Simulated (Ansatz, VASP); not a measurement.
# BN in VASP and in Ansatz

The input INCAR:

```
SYSTEM = BN
PREC = Accurate
ENCUT = 520
EDIFF = 1E-6
ISMEAR = 0
SIGMA = 0.05
LREAL = .False.
LASPH = .True.
NELM = 80
ALGO = Normal
ISIF = 2
LWAVE = .False.
LCHARG = .False.
GGA = PS
NBANDS = 11
```

KPOINTS

```
Automatic mesh
0
Gamma
  12 12 12
  0 0 0
```

Contents of POSCAR:

```
BN
1.0
    1.2511217832      0.7223354983      3.3729344033
   -1.2511217832      0.7223354983      3.3729344033
    0.0000000000     -1.4446709967      3.3729344033
B N
1 1
Direct
    0.9878120900      0.9878120900      0.9878120900
    0.3419141509      0.3419141509      0.3419141509
```

Input for Ansatz:

```yaml
crystal:
  lattice:
    - [1.2511217832, 0.7223354983, 3.3729344033]
    - [-1.2511217832, 0.7223354983, 3.3729344033]
    - [0.0, -1.4446709967, 3.3729344033]
  atoms:
    - { symbol: B, position: [0.98781209, 0.98781209, 0.98781209] }
    - { symbol: "N", position: [0.3419141509, 0.3419141509, 0.3419141509] }
basis:
  ecutwfc: 420
kpoints:
  mp_grid: { grid: [12, 12, 12] }
hamiltonian:
  xc: pbesol
scf:
  occupations: { method: gaussian, width: 0.05 }
output:
  forces: true
  stress: true
  eigenvalues: true
```

Change from the starting cell: mode 4 (749.1 1/cm) frozen in, largest displacement -0.120 Å.

Alike in both runs: task single point; functional PBEsol; k mesh 12 × 12 × 12; occupations gaussian, width 0.05 eV; no spin polarisation.

|  | VASP | Ansatz |
| --- | --- | --- |
| version | VASP 6.6.1 | Ansatz 0.2.0 |
| potentials or method | VASP PAW PBE potentials, release 64 (B, N), cutoff 520 eV | scalar-relativistic, plane waves, PAW |
| valence electrons in the cell | 8 | 8 |

|  | VASP | Ansatz | Ansatz less VASP |
| --- | --- | --- | --- |
| gap on the k mesh at the Fermi level (eV) | 3.69 | 3.70 | +0.012 |
| least direct gap on the mesh (eV) | 4.46 | 4.47 | +0.008 |
| pressure (GPa) | -2.0 | -2.3 | -0.33 |
| traceless stress, the component that is largest in VASP (GPa) | -3.23 | -2.76 | +0.471 |
| rms of the force components (eV/Å) | 1.575 | 1.574 | -0.0010 |

VASP's potentials were made for PBE, not for PBEsol. Atom by atom the forces differ by 0.001 eV/Å (rms over components).
